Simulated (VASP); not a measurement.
# Cu16N in VASP: notebook

The runs below take Cu16N through single point, with PBE.

All numbers are computed with VASP 6.6.1; they aren't measurements. Logs are shortened: lines on timing, memory, paths and dates and some standing lists are left out, and cuts for length are marked.

## 1. The cell of the first run

The cell holds a slab with vacuum, 17 atoms: a = 5.105 Å, b = 5.105 Å, c = 18.253 Å, α = 90.00°, β = 90.00°, γ = 60.00°.

## 2. Single point, PBE

Input file INCAR:

```
SYSTEM = Cu16N
ALGO = Normal
EDIFF = 1E-6
ENCUT = 520
GGA = PE
ISIF = 2
ISMEAR = -1
LASPH = .True.
LCHARG = .False.
LREAL = Auto
LWAVE = .False.
NBANDS = 104
NELM = 100
PREC = Accurate
SIGMA = 0.1
```

Input file KPOINTS:

```
k-points
0
Gamma
  3 3 1
  0 0 0
```

Input file POSCAR:

```
Cu16N
1.0
    5.1053110000      0.0000000000      0.0000000000
    2.5526550000      4.4213290000      0.0000000000
    0.0000000000      0.0000000000     18.2527030000
Cu N
16 1
Direct
    0.0000000000      0.0000000000      0.0547864062
    0.5000087164      0.0000000000      0.0547864062
   -0.0000094012      0.5000080293      0.0547864062
    0.4999993152      0.5000080293      0.0547864062
    0.0179605749      0.2555792613      0.1756616541
    0.5350382954      0.1922951221      0.1751521405
    0.0705976172      0.7313864225      0.1806636529
    0.5173764574      0.7422202691      0.1693447814
   -0.3102523226      0.4847637441      0.2881326673
    0.2651778200      0.3830070099      0.2866589129
   -0.2558709237      0.9352617731      0.2802982112
    0.2223535098      0.9129381686      0.2889489847
    0.0309581513      0.0422497398      0.4211924119
    0.4981712916      0.0854720379      0.4137195461
   -0.0305556848      0.5826076277      0.4139332131
    0.4627477041      0.5429362981      0.4173792780
    0.8170035782      0.3994047944      0.4699468347
```

Potentials or basis: VASP PAW PBE potentials, release 64 (Cu, N).

Command:

```sh
cat potpaw_PBE.64/Cu/POTCAR potpaw_PBE.64/N/POTCAR > POTCAR
mpirun -np 1 vasp_std > vasp.out
```

OUTCAR:

```text
SYSTEM = Cu16N
   EDIFF = 1E-6
   ENCUT = 520
   GGA = PE
   ISIF = 2
   ISMEAR = -1
   LASPH = .True.
   LREAL = Auto
   NELM = 100
   PREC = Accurate

 ion  position               nearest neighbor table
   1  0.000  0.000  0.055-   2 2.55   4 2.55   3 2.55   3 2.55   4 2.55   2 2.55   5 2.59   7 2.61

   2  0.500  0.000  0.055-   8 2.45   6 2.45   3 2.55   1 2.55   4 2.55   4 2.55   1 2.55   3 2.55

   3  1.000  0.500  0.055-   5 2.51   2 2.55   4 2.55   1 2.55   1 2.55   4 2.55   2 2.55   7 2.69

   4  0.500  0.500  0.055-   8 2.45   3 2.55   1 2.55   2 2.55   2 2.55   1 2.55   3 2.55   6 2.65

   5  0.018  0.256  0.176-   6 2.49   3 2.51   8 2.52   9 2.54   7 2.55  12 2.57   7 2.58   1 2.59
                             8 2.59  10 2.63   6 2.64
   6  0.535  0.192  0.175-  11 2.27   8 2.35  10 2.38   2 2.45   5 2.49   7 2.57   7 2.58   5 2.64
                             4 2.65   8 2.77
   7  0.071  0.731  0.181-   8 2.32  11 2.33  12 2.47  10 2.48   5 2.55   6 2.57   5 2.58   6 2.58
                             1 2.61   3 2.69
   8  0.517  0.742  0.169-   7 2.32   6 2.35   2 2.45   4 2.45   9 2.46   5 2.52  12 2.55   5 2.59
                            11 2.75   6 2.77
   9  0.690  0.485  0.288-  12 2.29  11 2.45   8 2.46  10 2.47   5 2.54  16 2.58  11 2.68  10 2.72

  10  0.265  0.383  0.287-  11 2.37   6 2.38   9 2.47   7 2.48  12 2.52  12 2.60   5 2.63  15 2.68
                            14 2.70   9 2.72  11 2.75
  11  0.744  0.935  0.280-   6 2.27   7 2.33  10 2.37  12 2.39   9 2.45  14 2.67   9 2.68  12 2.73
                            10 2.75   8 2.75
  12  0.222  0.913  0.289-   9 2.29  11 2.39   7 2.47  10 2.52   8 2.55  13 2.56   5 2.57  10 2.60
                            11 2.73
  13  0.031  0.042  0.421-  17 1.82  16 2.40  14 2.51  15 2.52  12 2.56  15 2.62  14 2.62  16 2.75

  14  0.498  0.085  0.414-  16 2.25  15 2.49  13 2.51  13 2.62  15 2.62  11 2.67  10 2.70
  15  0.969  0.583  0.414-  17 1.80  16 2.42  14 2.49  13 2.52  13 2.62  14 2.62  10 2.68  16 2.69

  16  0.463  0.543  0.417-  17 1.84  14 2.25  13 2.40  15 2.42   9 2.58  15 2.69  13 2.75
  17  0.817  0.399  0.470-  15 1.80  13 1.82  16 1.84

  LATTYP: Found a hexagonal cell.
 ALAT       =     5.1053107325
 C/A-ratio  =     3.5752384050

  Lattice vectors:

 A1 = (  -2.5526550000,  -4.4213290000,   0.0000000000)
 A2 = (   5.1053110000,   0.0000000000,   0.0000000000)
 A3 = (   0.0000000000,   0.0000000000,  18.2527030000)

Analysis of symmetry for initial positions (statically):
=====================================================================
 Subroutine PRICEL returns:
 Original cell was already a primitive cell.

 Routine SETGRP: Setting up the symmetry group for a
 hexagonal supercell.

 Subroutine GETGRP returns: Found  1 space group operations
 (whereof  1 operations were pure point group operations)
 out of a pool of 24 trial point group operations.

The static configuration has the point symmetry C_1 .

Analysis of symmetry for dynamics (positions and initial velocities):
=====================================================================
 Subroutine PRICEL returns:
 Original cell was already a primitive cell.

 Routine SETGRP: Setting up the symmetry group for a
 hexagonal supercell.

 Subroutine GETGRP returns: Found  1 space group operations
 (whereof  1 operations were pure point group operations)
 out of a pool of 24 trial point group operations.

The dynamic configuration has the point symmetry C_1 .

 Subroutine INISYM returns: Found  1 space group operations
 (whereof  1 operations are pure point group operations),
 and found     1 'primitive' translations

----------------------------------------------------------------------------------------

                                     Primitive cell

  volume of cell :     412.0048

  direct lattice vectors                    reciprocal lattice vectors
     5.105311000  0.000000000  0.000000000     0.195874453 -0.113088147  0.000000000
     2.552655000  4.421329000  0.000000000     0.000000000  0.226176337  0.000000000
     0.000000000  0.000000000 18.252703000     0.000000000  0.000000000  0.054786406

  length of vectors
     5.105311000  5.105310732 18.252703000     0.226176326  0.226176337  0.054786406

  position of ions in fractional coordinates (direct lattice)
     0.000000000  0.000000000  0.054786406
     0.500008716  0.000000000  0.054786406
     0.999990599  0.500008029  0.054786406
     0.499999315  0.500008029  0.054786406
     0.017960575  0.255579261  0.175661654
     0.535038295  0.192295122  0.175152141
[... 9 lines left out ...]
     0.462747704  0.542936298  0.417379278
     0.817003578  0.399404794  0.469946835

  ion indices of the primitive-cell ions
   primitive index   ion index
                 1           1
                 2           2
                 3           3
                 4           4
                 5           5
                 6           6
[... 9 lines left out ...]
                16          16
                17          17

----------------------------------------------------------------------------------------

 KPOINTS: k-points

Automatic generation of k-mesh.
 Grid dimensions read from file:
 generate k-points for:    3    3    1

 Generating k-lattice:

  Cartesian coordinates                     Fractional coordinates (reciprocal lattice)
     0.065291484 -0.037696049  0.000000000     0.333333333  0.000000000  0.000000000
     0.000000000  0.075392112  0.000000000     0.000000000  0.333333333  0.000000000
     0.000000000  0.000000000  0.054786406     0.000000000  0.000000000  1.000000000

  Length of vectors
     0.075392109  0.075392112  0.054786406

  Shift w.r.t. Gamma in fractional coordinates (k-lattice)
     0.000000000  0.000000000  0.000000000

 Subroutine IBZKPT returns following result:
 ===========================================

 Found      5 irreducible k-points:

 Following reciprocal coordinates:
            Coordinates               Weight
  0.000000  0.000000  0.000000      1.000000
  0.333333  0.000000  0.000000      2.000000
  0.333333  0.333333  0.000000      2.000000
  0.000000  0.333333  0.000000      2.000000
 -0.333333  0.333333  0.000000      2.000000
   k-points           NKPTS =      5   k-points in BZ     NKDIM =      5   number of bands    NBANDS=    104
   number of dos      NEDOS =    301   number of ions     NIONS =     17
   total plane-waves  NPLWV = 224000
   dimension x,y,z NGX =    40 NGY =   40 NGZ =  140
   dimension x,y,z NGXF=    80 NGYF=   80 NGZF=  280
   ions per type =              16   1
   NGX,Y,Z   is equivalent  to a cutoff of  13.03, 13.03, 12.75 a.u.
   NGXF,Y,Z  is equivalent  to a cutoff of  26.05, 26.05, 25.50 a.u.
 SYSTEM =  Cu16N
   PREC   = accura    normal or accurate (medium, high low for compatibility)
   ISTART =      0    job   : 0-new  1-cont  2-samecut
   ICHARG =      2    charge: 1-file 2-atom 10-const
   ISPIN  =      1    spin polarized calculation?
   LNONCOLLINEAR =      F non collinear calculations
   LSORBIT =      F    spin-orbit coupling
   LASPH  =      T    aspherical Exc in radial PAW
   ENCUT  =  520.0 eV  38.22 Ry    6.18 a.u.   9.49  9.49 33.94*2*pi/ulx,y,z
   NELM   =    100;   NELMIN=  2; NELMDL= -5     # of ELM steps
   EDIFF  = 0.1E-05   stopping-criterion for ELM
   LREAL  =      T    real-space projection
   EDIFFG = 0.1E-04   stopping-criterion for IOM
   NSW    =      0    number of steps for IOM
   IBRION =     -1    ionic relax: 0-MD 1-quasi-New 2-CG
   NFREE  =      0    steps in history (QN), initial steepest desc. (CG)
   ISIF   =      2    stress and relaxation
   ISYM   =      2    0-nonsym 1-usesym 2-fastsym
   POTIM  = 0.5000    time-step for ionic-motion
   TEBEG  =    0.0;   TEEND  =   0.0 temperature during run
   PSTRESS=    0.0 pullay stress
   NELECT =     181.0000    total number of electrons
   NUPDOWN=      -1.0000    fix difference up-down
   EMIN   =  10.00;   EMAX   =-10.00  energy-range for DOS
   EFERMI =   0.00;   METHOD = LEGACY
   ISMEAR =    -1;   SIGMA  =   0.10  broadening in eV -4-tet -1-fermi 0-gaus
   EFERMI_NEDOS =   21; number of points for ismear=-14 and -15
   IALGO  =     38    algorithm
   IMIX   =      4    mixing-type and parameters
     AMIX     =   0.40;   BMIX     =  1.00
     AMIX_MAG =   1.60;   BMIX_MAG =  1.00
  volume/ion in A,a.u.               =      24.24       163.55
  Fermi-wavevector in a.u.,A,eV,Ry     =   1.244515  2.351793 21.072957  1.548819
  Thomas-Fermi vector in A             =   2.378779
   LORBIT       =      0    0 simple, 1 ext, 2 COOP (PROOUT), +10 PAW based schemes
   GGA     = PE    functional components
   LHFCALC =     F    Hartree Fock is set to
   AEXX    =    0.0000 exact exchange contribution
   IVDW    =     0    specifies the selected vdW correction
   LEPSILON=     F    determine dielectric tensor
   LRPA    =     F    only Hartree local field effects (RPA)
 non-spin polarized calculation
  energy-cutoff  :      520.00
  volume of cell :      412.00
 maximum number of plane-waves:     11131
 NGX is ok and might be reduce to    40
   NGX = 19   NGY = 19   NGZ = 67

 number of electron     181.0000013 magnetization

 Free energy of the ion-electron system (eV)
  ---------------------------------------------------
  ext. energy  EPLUGINS =         0.00000000
  ---------------------------------------------------
  free energy    TOTEN  =       -60.88003307 eV

  energy without entropy =      -60.58914792  energy(sigma->0) =      -60.73459050

 E-fermi :   0.9139     XC(G=0):  -7.0567

 val. band max:        0.9119174579   @ k =   0.3333   0.0000   0.0000
 cond. band min:       1.0198246795   @ k =   0.0000   0.0000   0.0000
 fundamental gap:      0.1079072216
 Fermi energy:         0.9139121489

 k-point     1 :       0.0000    0.0000    0.0000
  band No.  band energies     occupation
      1     -13.4803      2.00000
      2      -7.8378      2.00000
      3      -6.2805      2.00000
      4      -4.9130      2.00000
      5      -4.3553      2.00000
      6      -4.2926      2.00000
[... 514 lines left out ...]
    101       4.9161      0.00000
    102       5.2573      0.00000
 [bands above 102 left out]

------------------------ aborting loop because EDIFF is reached ----------------------------------------

  FORCE on cell =-STRESS in cart. coord.  units (eV):
  Direction    XX          YY          ZZ          XY          YZ          ZX
  --------------------------------------------------------------------------------------
  -------------------------------------------------------------------------------------
  Total        2.3780699      3.6432918     -0.7957767     -0.8485307     -0.0816566     -1.5211154
  in kB        9.2476840     14.1677965     -3.0945649     -3.2997110     -0.3175408     -5.9152148
  external PRESSURE =       6.7736385 kB  Pullay stress =       0.0000000 kB

 VOLUME and BASIS-vectors are now :
 -----------------------------------------------------------------------------
  energy-cutoff  :      520.00
  volume of cell :      412.00
      direct lattice vectors                 reciprocal lattice vectors
     5.105311000  0.000000000  0.000000000     0.195874453 -0.113088147  0.000000000
     2.552655000  4.421329000  0.000000000     0.000000000  0.226176337  0.000000000
     0.000000000  0.000000000 18.252703000     0.000000000  0.000000000  0.054786406

 POSITION                                       TOTAL-FORCE (eV/Angst)
 -----------------------------------------------------------------------------------
      0.00000      0.00000      1.00000        -0.057489     -0.037019      0.287357
      2.55270      0.00000      1.00000        -0.020316      0.069775     -0.353407
      6.38161      2.21070      1.00000         0.040468      0.122293      0.228766
      3.82900      2.21070      1.00000        -0.157498     -0.128432      0.074386
      0.74410      1.13000      3.20630        -0.209315     -0.049424      0.027157
      3.22240      0.85020      3.19700         0.889420      1.243654     -1.153980
[... 9 lines left out ...]
      3.74840      2.40050      7.61830         0.954068      1.056807     -0.187449
      5.19060      1.76590      8.57780        -0.352064     -0.019858     -0.010882
 -----------------------------------------------------------------------------------
    total drift:                                0.001350     -0.001675     -0.001850

  FREE ENERGIE OF THE ION-ELECTRON SYSTEM (eV)
  ---------------------------------------------------
  free  energy   TOTEN  =       -60.8800330740 eV

  energy  without entropy=      -60.5891479213  energy(sigma->0) =      -60.73459050
```

Run time: 20 min. Hardware: 1 thread of Intel Xeon Platinum 8259CL at 2.50GHz (Skylake/Cascade Lake), shared host; peak memory 0.55 GiB.

What came out:

```yaml
Free_energy: -60.8800 eV
Largest_force: 1.916 eV/Å
Band_gap_on_the_k_mesh: zero (an odd number of electrons rules out a gap without spin polarisation)
```

Forces in eV/Å, atoms in the order of the input:
```
Cu  -0.057 -0.037  0.287
Cu  -0.020  0.070 -0.353
Cu   0.040  0.122  0.229
Cu  -0.157 -0.128  0.074
Cu  -0.209 -0.049  0.027
Cu   0.889  1.244 -1.154
Cu  -0.683 -0.394 -1.107
Cu   0.642 -0.589  0.076
Cu   0.805 -1.399  0.194
Cu  -0.860  0.801  0.964
Cu  -0.188 -0.605  1.685
Cu   0.046  0.831  0.653
Cu  -0.553  0.036 -0.319
Cu  -0.655 -1.092 -0.524
Cu   0.357  0.153 -0.533
Cu   0.954  1.057 -0.187
N   -0.352 -0.020 -0.011
```

Caveat: the k points lie up to 0.47 Å⁻¹ apart, too coarse for converged energies and pressures of a metal; there is no dipole correction, which matters where the two faces differ. With open d or f shells a metallic result of PBE can be an artefact of self-interaction; +U or a hybrid may open a gap.

## 3. Single point, PBE

Input file INCAR:

```
SYSTEM = Cu16N
PREC = Accurate
ENCUT = 520
EDIFF = 1E-6
ISMEAR = -1
SIGMA = 0.1
LREAL = Auto
LASPH = .True.
NELM = 80
ALGO = Normal
ISIF = 2
LWAVE = .False.
LCHARG = .False.
GGA = PE
NBANDS = 104
```

Input file KPOINTS:

```
Automatic mesh
0
Gamma
  3 3 1
  0 0 0
```

Input file POSCAR:

```
Cu16N
1.0
    5.1053110000      0.0000000000      0.0000000000
    2.5526550000      4.4213290000      0.0000000000
    0.0000000000      0.0000000000     18.2527030000
Cu N
16 1
Direct
    0.0000000000      0.0000000000      0.0547864062
    0.5000087164      0.0000000000      0.0547864062
   -0.0000094012      0.5000080293      0.0547864062
    0.4999993152      0.5000080293      0.0547864062
   -0.0090628937      0.2503545880      0.1822415014
    0.5679841881      0.2376208602      0.1710376814
    0.0641883493      0.6754530142      0.1783845384
    0.4913075227      0.7980405892      0.1926344827
   -0.2922870810      0.4344168914      0.2893105750
    0.2457189177      0.3939539446      0.2991009058
   -0.2577124747      0.8791248061      0.2997638213
    0.1702052770      0.9507548522      0.3200019197
    0.0307397902      0.0297195707      0.4441533947
    0.4867309482      0.0726252220      0.4223867555
   -0.0655734411      0.5844396560      0.4071342201
    0.4518766991      0.5876739777      0.4120595180
    0.7667319722      0.3964871196      0.4739352851
```

Potentials or basis: VASP PAW PBE potentials, release 64 (Cu, N).

Command:

```sh
cat potpaw_PBE.64/Cu/POTCAR potpaw_PBE.64/N/POTCAR > POTCAR
mpirun -np 1 vasp_std > vasp.out
```

It took 17 min on 1 thread of Intel Xeon Platinum 8259CL at 2.50GHz (Skylake/Cascade Lake), shared host; peak memory 0.55 GiB.

The run converged. Its results:

```
Free energy            : -60.5515 eV
Largest force          : 1.713 eV/Å
Band gap on the k mesh : zero (an odd number of electrons rules out a gap without spin polarisation)
```

Forces in eV/Å, atoms in the order of the input:
```
Cu  -0.012 -0.049  0.401
Cu  -0.100 -0.099  0.264
Cu  -0.038 -0.040  0.091
Cu   0.023  0.294  0.120
Cu   1.589 -0.524 -0.366
Cu  -1.403 -0.418  0.391
Cu   0.182  1.186  0.073
Cu  -0.075 -0.174 -0.596
Cu  -0.467 -0.459  0.579
Cu   0.154 -0.178 -0.474
Cu  -0.006  1.119 -0.675
Cu   0.487 -0.198 -1.029
Cu  -0.904  0.059  0.195
Cu   0.057  0.631 -0.240
Cu   0.513 -0.893  1.263
Cu  -0.456 -0.970  0.019
N    0.455  0.714 -0.014
```

Levels at points of the mesh, in eV from the Fermi level:
```
           k point  band 87  band 88  band 89  band 90  band 91  band 92  band 93  band 94  band 95  band 96
(0.00, 0.00, 0.00)    -0.80    -0.44     0.10     0.25     0.41     0.58     0.84     0.97     1.02     1.20
```

Caveat: the k points lie up to 0.47 Å⁻¹ apart, too coarse for converged energies and pressures of a metal; the atoms stand as in a frame of molecular dynamics; there is no dipole correction, which matters where the two faces differ. With open d or f shells a metallic result of PBE can be an artefact of self-interaction; +U or a hybrid may open a gap.

The gap in the log of VASP goes by the Fermi energy; the results here count the filled bands.